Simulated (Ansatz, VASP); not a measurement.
One calculation of Sb, two programs

The input POSCAR:

```
Sb
1.0
    3.3545324186      0.0000000000      0.0000000000
   -1.6772662093      2.9051102923      0.0000000000
    0.0000000000      0.0000000000      5.4701606500
Sb
2
Direct
    0.6666666667      0.3333333333      0.7500000000
    0.3333333333      0.6666666667      0.2500000000
```

Contents of INCAR.step1:

```
SYSTEM = Sb
PREC     = Accurate       ! precision mode
ENCUT    = 520            ! plane-wave cutoff, eV
EDIFF    = 1E-5           ! SCF threshold, eV
ISMEAR   = -1             ! smearing method
SIGMA    = 0.05           ! smearing width, eV
LREAL    = .FALSE.        ! projectors in reciprocal space
LASPH    = .TRUE.         ! aspherical terms in the spheres
NELM     = 60             ! most SCF steps
ALGO     = Normal         ! electronic algorithm
ISIF     = 2              ! what is computed and relaxed
LWAVE    = .TRUE.         ! write WAVECAR
LCHARG   = .FALSE.        ! write CHGCAR
NBANDS   = 12             ! bands
GGA      = PE             ! functional
```

File INCAR.step2:

```
SYSTEM = Sb
PREC     = Accurate       ! precision mode
ENCUT    = 520            ! plane-wave cutoff, eV
EDIFF    = 1E-6           ! SCF threshold, eV
ISMEAR   = -1             ! smearing method
SIGMA    = 0.05           ! smearing width, eV
LREAL    = .FALSE.        ! projectors in reciprocal space
LASPH    = .TRUE.         ! aspherical terms in the spheres
NELM     = 60             ! most SCF steps
ALGO     = Normal         ! electronic algorithm
ISIF     = 2              ! what is computed and relaxed
LWAVE    = .FALSE.        ! write WAVECAR
LCHARG   = .FALSE.        ! write CHGCAR
GGA      = PE             ! functional
LHFCALC  = .TRUE.         ! exact exchange
AEXX     = 0.15           ! exact-exchange fraction
HFSCREEN = 0.2            ! screening, 1/A
PRECFOCK = Normal       
NBANDS   = 12             ! bands
ISTART   = 1
```

KPOINTS

```
Automatic mesh
0
G
  5 5 3
  0 0 0
```

input.yaml

```yaml
crystal:
  lattice:
    - [3.3545324186, 0.0, 0.0]
    - [-1.6772662093, 2.9051102923, 0.0]
    - [0.0, 0.0, 5.47016065]
  atoms:
    - { symbol: Sb, position: [0.6666666667, 0.3333333333, 0.75] }
    - { symbol: Sb, position: [0.3333333333, 0.6666666667, 0.25] }
hamiltonian:
  xc: { exchange: pbe, correlation: pbe, exx: { coeff: 0.15, omega: 0.2 } }
  pseudopotentials: { kind: paw }
kpoints:
  mp_grid: { grid: [5, 5, 3] }
scf:
  occupations: { method: fermi_dirac, width: 0.05 }
output:
  forces: true
  stress: true
  eigenvalues: true
  write_density: true
  write_potential: true
  elf: true
  volumetric_format: npy
```

Alike in both runs: task single point; functional PBE-based screened hybrid with a share of 0.15 of exact exchange and HFSCREEN = 0.2; k mesh 5 × 5 × 3; occupations fermi-dirac, width 0.05 eV; no spin polarisation.

|  | VASP | Ansatz |
| --- | --- | --- |
| version | VASP 6.6.1 | Ansatz 0.2.0 |
| potentials or method | VASP PAW PBE potentials, release 64 (Sb) | Ansatz PAW |
| plane-wave cutoff (eV) | 520 | 420 |
| valence electrons in the cell | 10 | 30 |

|  | VASP | Ansatz | Ansatz less VASP |
| --- | --- | --- | --- |
| gap on the k mesh at the Fermi level (eV) | none | none | - |
| pressure (GPa) | -1.5 | -0.9 | +0.60 |
| traceless stress, the component that is largest in VASP (GPa) | 3.51 | 3.54 | +0.033 |

VASP's potentials were made for PBE, not for PBE-based screened hybrid. A gap of «none» marks a metal or a gap that the smearing closes. With one functional, cell and mesh, what is left measures potentials, basis and numerics. VASP's potentials hold 10 valence electrons a cell and Ansatz's 30, so a difference there can come from the potentials and not from the codes.

The k mesh is coarse, so the values compare programs but aren't converged. Spin-orbit coupling is off throughout.
